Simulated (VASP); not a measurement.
W: single point with LDA

Crystal: W.

```
W
1.0
     0.00000    2.03000    2.00970
     2.03000    0.00000    2.00970
     2.03000    2.03000    0.00000
W
1
Direct
  0.00000 0.00000 0.00000
```

This cell differs from its parent crystal: zz strain of -1 %.

```
Program                : VASP 6.6.1
Task                   : single point
Functional             : LDA
Potentials or basis    : VASP PAW LDA potentials, release 64 (W_sv)
Cutoff                 : 520 eV
k mesh                 : 14 × 14 × 14
Occupations            : fermi-dirac, width 0.05 eV
Spin                   : no spin polarisation
Dipole correction      : no
Further INCAR settings : ALGO = Normal; EDIFF = 1e-06; NBANDS = 13
```

The pressure is -13.8 GPa and the band gap on the k mesh is zero (band 7 reaches 13.50 eV, above the bottom of band 8 at 9.69 eV).

Stress tensor (GPa, compression positive):
```
-12.77   0.00   0.00
  0.00 -12.77   0.00
  0.00   0.00 -16.01
```

Levels at points of the mesh, in eV from the Fermi level:
```tsv
k point	band 3	band 4	band 5	band 6	band 7	band 8	band 9	band 10	band 11	band 12
(0.00, 0.00, 0.00)	-37.11	-37.10	-8.83	-0.59	-0.59	-0.46	2.40	2.59	12.89	17.89
(0.50, 0.00, 0.00)	-37.27	-37.25	-5.50	-0.85	-0.70	0.79	4.92	5.01	10.18	12.52
(0.50, 0.50, 0.00)	-37.53	-37.53	-5.38	-4.45	3.30	4.90	5.71	5.71	11.65	11.65
(0.50, 0.00, 0.50)	-37.52	-37.50	-5.39	-4.42	3.10	4.91	5.62	5.77	11.73	11.88
```

It took 24 s on 1 thread of Intel(R) Xeon(R) Platinum 8259CL CPU @ 2.50GHz (Skylake/Cascade Lake) (shared host), peak memory 0.17 GiB.

Caveat: the cell differs from its parent crystal (zz strain of -1 %); spin-orbit coupling is left out, which moves the levels of the heavy elements.
